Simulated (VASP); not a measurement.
# LiF (Fm-3m) in VASP: further runs

Runs on LiF. Level: PBE. Tasks: single point.

Program: VASP 6.6.1. These are calculated values, not measurements. Logs are shortened: lines on timing, memory, paths and dates and some standing lists are left out, and cuts for length are marked.

### 1 The cell of the first run

Symmetry: Fm-3m, No. 225, cubic system. The conventional cell has a = 4.068 Å, b = 4.068 Å, c = 4.068 Å, α = 90.00°, β = 90.00°, γ = 90.00°. Within 2.7 Å of Li (site symmetry m-3m) lie 6 F at 2.03 Å. F (site symmetry m-3m) has 6 Li at 2.03 Å within 2.7 Å.

### 2 Single point, PBE

INCAR reads:

```
  ALGO = Normal
  EDIFF = 1E-6
  ENCUT = 520
  GGA = PE
  ISIF = 2
  ISMEAR = 0
  LASPH = True
  LCHARG = False
  LREAL = False
  LWAVE = False
  NBANDS = 12
  NELM = 100
  PREC = Accurate
  SIGMA = 0.1
```

KPOINTS reads:

```
k-points
0
Gamma
  8 8 8
```

POSCAR reads:

```
LiF
1.0
    0.0000000000      2.0339978206      2.0339978206
    2.0339978206      0.0000000000      2.0339978206
    2.0339978206      2.0339978206      0.0000000000
Li F
1 1
Direct
    0.5000000000      0.5000000000      0.5000000000
    0.0000000000      0.0000000000      0.0000000000
```

Potentials or basis: VASP PAW PBE potentials, release 64 (Li_sv, F).

Run with:

```bash
$ cat potpaw_PBE.64/Li_sv/POTCAR potpaw_PBE.64/F/POTCAR > POTCAR
$ mpirun -np 1 vasp_std > vasp.out
```

OUTCAR:

```text
EDIFF = 1E-6
   ENCUT = 520
   GGA = PE
   ISIF = 2
   ISMEAR = 0
   LASPH = True
   LREAL = False
   NELM = 100
   PREC = Accurate

 ion  position               nearest neighbor table
   1  0.500  0.500  0.500-   2 2.03   2 2.03   2 2.03   2 2.03   2 2.03   2 2.03
   2  0.000  0.000  0.000-   1 2.03   1 2.03   1 2.03   1 2.03   1 2.03   1 2.03

  LATTYP: Found a face centered cubic cell.
 ALAT       =     4.0679956412

  Lattice vectors:

 A1 = (   0.0000000000,   2.0339978206,   2.0339978206)
 A2 = (   2.0339978206,   0.0000000000,   2.0339978206)
 A3 = (   2.0339978206,   2.0339978206,   0.0000000000)

Analysis of symmetry for initial positions (statically):
=====================================================================
 Subroutine PRICEL returns:
 Original cell was already a primitive cell.

 Routine SETGRP: Setting up the symmetry group for a
 face centered cubic supercell.

 Subroutine GETGRP returns: Found 48 space group operations
 (whereof 48 operations were pure point group operations)
 out of a pool of 48 trial point group operations.

The static configuration has the point symmetry O_h .

Analysis of symmetry for dynamics (positions and initial velocities):
=====================================================================
 Subroutine PRICEL returns:
 Original cell was already a primitive cell.

 Routine SETGRP: Setting up the symmetry group for a
 face centered cubic supercell.

 Subroutine GETGRP returns: Found 48 space group operations
 (whereof 48 operations were pure point group operations)
 out of a pool of 48 trial point group operations.

The dynamic configuration has the point symmetry O_h .

 Subroutine INISYM returns: Found 48 space group operations
 (whereof 48 operations are pure point group operations),
 and found     1 'primitive' translations

----------------------------------------------------------------------------------------

                                     Primitive cell

  volume of cell :      16.8299

  direct lattice vectors                    reciprocal lattice vectors
     0.000000000  2.033997821  2.033997821    -0.245821306  0.245821306  0.245821306
     2.033997821  0.000000000  2.033997821     0.245821306 -0.245821306  0.245821306
     2.033997821  2.033997821  0.000000000     0.245821306  0.245821306 -0.245821306

  length of vectors
     2.876507304  2.876507304  2.876507304     0.425774991  0.425774991  0.425774991

  position of ions in fractional coordinates (direct lattice)
     0.500000000  0.500000000  0.500000000
     0.000000000  0.000000000  0.000000000

  ion indices of the primitive-cell ions
   primitive index   ion index
                 1           1
                 2           2

----------------------------------------------------------------------------------------

 KPOINTS: k-points

Automatic generation of k-mesh.
 Grid dimensions read from file:
 generate k-points for:    8    8    8

 Generating k-lattice:

  Cartesian coordinates                     Fractional coordinates (reciprocal lattice)
    -0.030727663  0.030727663  0.030727663     0.125000000  0.000000000  0.000000000
     0.030727663 -0.030727663  0.030727663     0.000000000  0.125000000  0.000000000
     0.030727663  0.030727663 -0.030727663     0.000000000  0.000000000  0.125000000

  Length of vectors
     0.053221874  0.053221874  0.053221874

  Shift w.r.t. Gamma in fractional coordinates (k-lattice)
     0.000000000  0.000000000  0.000000000

 Subroutine IBZKPT returns following result:
 ===========================================

 Found     29 irreducible k-points:

 Following reciprocal coordinates:
            Coordinates               Weight
  0.000000  0.000000  0.000000      1.000000
  0.125000  0.000000  0.000000      8.000000
  0.250000  0.000000  0.000000      8.000000
  0.375000  0.000000  0.000000      8.000000
  0.500000  0.000000  0.000000      4.000000
  0.125000  0.125000  0.000000      6.000000
[... 16 lines left out ...]
  0.500000  0.250000  0.125000     48.000000
 -0.375000  0.250000  0.125000     24.000000
 [... further k-points ...]
   k-points           NKPTS =     29   k-points in BZ     NKDIM =     29   number of bands    NBANDS=     12
   number of dos      NEDOS =    301   number of ions     NIONS =      2
   total plane-waves  NPLWV =  13824
   dimension x,y,z NGX =    24 NGY =   24 NGZ =   24
   dimension x,y,z NGXF=    48 NGYF=   48 NGZF=   48
   ions per type =               1   1
   NGX,Y,Z   is equivalent  to a cutoff of  13.87, 13.87, 13.87 a.u.
   NGXF,Y,Z  is equivalent  to a cutoff of  27.74, 27.74, 27.74 a.u.
 SYSTEM =  unknown system
   PREC   = accura    normal or accurate (medium, high low for compatibility)
   ISTART =      0    job   : 0-new  1-cont  2-samecut
   ICHARG =      2    charge: 1-file 2-atom 10-const
   ISPIN  =      1    spin polarized calculation?
   LNONCOLLINEAR =      F non collinear calculations
   LSORBIT =      F    spin-orbit coupling
   LASPH  =      T    aspherical Exc in radial PAW
   ENCUT  =  520.0 eV  38.22 Ry    6.18 a.u.   5.35  5.35  5.35*2*pi/ulx,y,z
   NELM   =    100;   NELMIN=  2; NELMDL= -5     # of ELM steps
   EDIFF  = 0.1E-05   stopping-criterion for ELM
   LREAL  =      F    real-space projection
   EDIFFG = 0.1E-04   stopping-criterion for IOM
   NSW    =      0    number of steps for IOM
   IBRION =     -1    ionic relax: 0-MD 1-quasi-New 2-CG
   NFREE  =      0    steps in history (QN), initial steepest desc. (CG)
   ISIF   =      2    stress and relaxation
   ISYM   =      2    0-nonsym 1-usesym 2-fastsym
   POTIM  = 0.5000    time-step for ionic-motion
   TEBEG  =    0.0;   TEEND  =   0.0 temperature during run
   PSTRESS=    0.0 pullay stress
   NELECT =      10.0000    total number of electrons
   NUPDOWN=      -1.0000    fix difference up-down
   EMIN   =  10.00;   EMAX   =-10.00  energy-range for DOS
   EFERMI =   0.00;   METHOD = LEGACY
   ISMEAR =     0;   SIGMA  =   0.10  broadening in eV -4-tet -1-fermi 0-gaus
   EFERMI_NEDOS =   21; number of points for ismear=-14 and -15
   IALGO  =     38    algorithm
   IMIX   =      4    mixing-type and parameters
     AMIX     =   0.40;   BMIX     =  1.00
     AMIX_MAG =   1.60;   BMIX_MAG =  1.00
  volume/ion in A,a.u.               =       8.41        56.79
  Fermi-wavevector in a.u.,A,eV,Ry     =   1.376304  2.600837 25.772326  1.894213
  Thomas-Fermi vector in A             =   2.501561
   LORBIT       =      0    0 simple, 1 ext, 2 COOP (PROOUT), +10 PAW based schemes
   GGA     = PE    functional components
   LHFCALC =     F    Hartree Fock is set to
   AEXX    =    0.0000 exact exchange contribution
   IVDW    =     0    specifies the selected vdW correction
   LEPSILON=     F    determine dielectric tensor
   LRPA    =     F    only Hartree local field effects (RPA)
 non-spin polarized calculation
 Gauss-broadening in eV      SIGMA  =   0.10
  energy-cutoff  :      520.00
  volume of cell :       16.83
 maximum number of plane-waves:       469
 NGX is ok and might be reduce to    24
   NGX = 11   NGY = 11   NGZ = 11

 number of electron      10.0000000 magnetization

 number of electron       9.9999992 magnetization

 Free energy of the ion-electron system (eV)
  ---------------------------------------------------
  ext. energy  EPLUGINS =         0.00000000
  ---------------------------------------------------
  free energy    TOTEN  =        -9.64096957 eV

  energy without entropy =       -9.64096957  energy(sigma->0) =       -9.64096957

 E-fermi :  -0.7700     XC(G=0):  -9.8389

 val. band max:       -1.1942599026   @ k =   0.0000   0.0000   0.0000
 cond. band min:       7.6346143387   @ k =   0.0000   0.0000   0.0000
 fundamental gap:      8.8288742413
 Fermi energy:        -0.7699822856

 k-point     1 :       0.0000    0.0000    0.0000
  band No.  band energies     occupation
      1     -42.1836      2.00000
      2     -21.0885      2.00000
      3      -1.1943      2.00000
      4      -1.1943      2.00000
      5      -1.1943      2.00000
      6       7.6346      0.00000
      7      22.3819      0.00000
      8      22.3819      0.00000
      9      22.3819      0.00000
     10      22.8376      0.00000
     11      22.8376      0.00000
     12      22.8376      0.00000

 k-point     2 :       0.1250    0.0000    0.0000
  band No.  band energies     occupation
      1     -42.1762      2.00000
      2     -21.0316      2.00000
      3      -1.6158      2.00000
      4      -1.2278      2.00000
      5      -1.2278      2.00000
      6       8.0750      0.00000
      7      19.1193      0.00000
      8      20.8144      0.00000
      9      20.8144      0.00000
     10      24.0483      0.00000
     11      24.1468      0.00000
     12      24.1468      0.00000

 k-point     3 :       0.2500    0.0000    0.0000
  band No.  band energies     occupation
      1     -42.1580      2.00000
      2     -20.8897      2.00000
      3      -2.5179      2.00000
      4      -1.3064      2.00000
      5      -1.3064      2.00000
      6       8.9133      0.00000
      7      16.4844      0.00000
      8      19.0769      0.00000
      9      19.0769      0.00000
     10      25.3981      0.00000
     11      25.9580      0.00000
     12      25.9580      0.00000
[... 286 lines left out ...]
 k-point    23 :       0.5000    0.2500    0.1250
  band No.  band energies     occupation
      1     -42.1309      2.00000
      2     -20.6256      2.00000
      3      -3.2354      2.00000
      4      -2.2570      2.00000
      5      -1.5891      2.00000
      6      10.8755      0.00000
      7      14.5335      0.00000
      8      17.5937      0.00000
      9      17.9745      0.00000
     10      24.1533      0.00000
     11      28.6176      0.00000
     12      31.3297      0.00000

 k-point    24 :      -0.3750    0.2500    0.1250
  band No.  band energies     occupation
      1     -42.1250      2.00000
      2     -20.5676      2.00000
      3      -3.4338      2.00000
      4      -2.3673      2.00000
      5      -1.6547      2.00000
      6      11.1245      0.00000
      7      14.2806      0.00000
      8      17.4912      0.00000
      9      17.6265      0.00000
     10      25.9865      0.00000
     11      27.0790      0.00000
     12      32.4819      0.00000

 [... further k-points ...]

------------------------ aborting loop because EDIFF is reached ----------------------------------------

  FORCE on cell =-STRESS in cart. coord.  units (eV):
  Direction    XX          YY          ZZ          XY          YZ          ZX
  --------------------------------------------------------------------------------------
  -------------------------------------------------------------------------------------
  Total       -0.0481577     -0.0481577     -0.0481577      0.0000000      0.0000000      0.0000000
  in kB       -4.5845313     -4.5845313     -4.5845313      0.0000000      0.0000000      0.0000000
  external PRESSURE =      -4.5845313 kB  Pullay stress =       0.0000000 kB

 VOLUME and BASIS-vectors are now :
 -----------------------------------------------------------------------------
  energy-cutoff  :      520.00
  volume of cell :       16.83
      direct lattice vectors                 reciprocal lattice vectors
     0.000000000  2.033997821  2.033997821    -0.245821306  0.245821306  0.245821306
     2.033997821  0.000000000  2.033997821     0.245821306 -0.245821306  0.245821306
     2.033997821  2.033997821  0.000000000     0.245821306  0.245821306 -0.245821306

 POSITION                                       TOTAL-FORCE (eV/Angst)
 -----------------------------------------------------------------------------------
      2.03400      2.03400      2.03400        -0.000000     -0.000000     -0.000000
      0.00000      0.00000      0.00000         0.000000      0.000000      0.000000
 -----------------------------------------------------------------------------------
    total drift:                                0.000000     -0.000000     -0.000000

  FREE ENERGIE OF THE ION-ELECTRON SYSTEM (eV)
  ---------------------------------------------------
  free  energy   TOTEN  =        -9.6409695750 eV

  energy  without entropy=       -9.6409695750  energy(sigma->0) =       -9.64096957
```

Wall time 2.7 s (1 thread of Intel Xeon 6975P-C (Granite Rapids), shared host); peak memory 0.13 GiB.

Results:

```
Free energy            : -9.6410 eV
Band gap on the k mesh : 8.83 eV
```

Caveat: the cutoff is under 1.25 times the usual one of these potentials, so pressure, stress and relaxed cells hold a basis-set (Pulay) error. A k mesh can miss the band edges.

### 3 Single point, PBE

INCAR reads:

```
SYSTEM = LiF
  ALGO = Normal
  EDIFF = 1E-7
  ENCUT = 520
  GGA = PE
  ISIF = 2
  ISMEAR = 0
  LASPH = .True.
  LCHARG = .False.
  LREAL = .False.
  LWAVE = .False.
  NBANDS = 12
  NELM = 60
  PREC = Accurate
  SIGMA = 0.02
```

KPOINTS reads:

```
k-points
0
Gamma
  10 10 10
  0 0 0
```

POSCAR is that of step 2.

Potentials or basis: VASP PAW PBE potentials, release 64 (Li_sv, F).

Run with:

```bash
$ cat potpaw_PBE.64/Li_sv/POTCAR potpaw_PBE.64/F/POTCAR > POTCAR
$ mpirun -np 1 vasp_std > vasp.out
```

Wall time 3.8 s (1 thread of Intel Xeon 6975P-C (Granite Rapids), shared host); peak memory 0.13 GiB.

Results (log left out):

```yaml
Free_energy: -9.6409 eV
Band_gap_on_the_k_mesh: 8.83 eV
```

Levels at points of the mesh, in eV from the valence-band top:
```csv
k point,band 2,band 3,band 4,band 5,band 6,band 7,band 8,band 9
"(0.00, 0.00, 0.00)",-19.89,0.00,0.00,0.00,8.83,23.58,23.58,23.58
"(0.50, 0.00, 0.00)",-19.48,-2.43,-0.22,-0.22,10.62,16.39,18.66,18.66
"(0.50, 0.50, 0.00)",-19.24,-2.88,-0.95,-0.95,14.53,16.33,17.09,19.89
```

Caveat: the cutoff is under 1.25 times the usual one of these potentials, so pressure, stress and relaxed cells hold a basis-set (Pulay) error. A k mesh can miss the band edges.
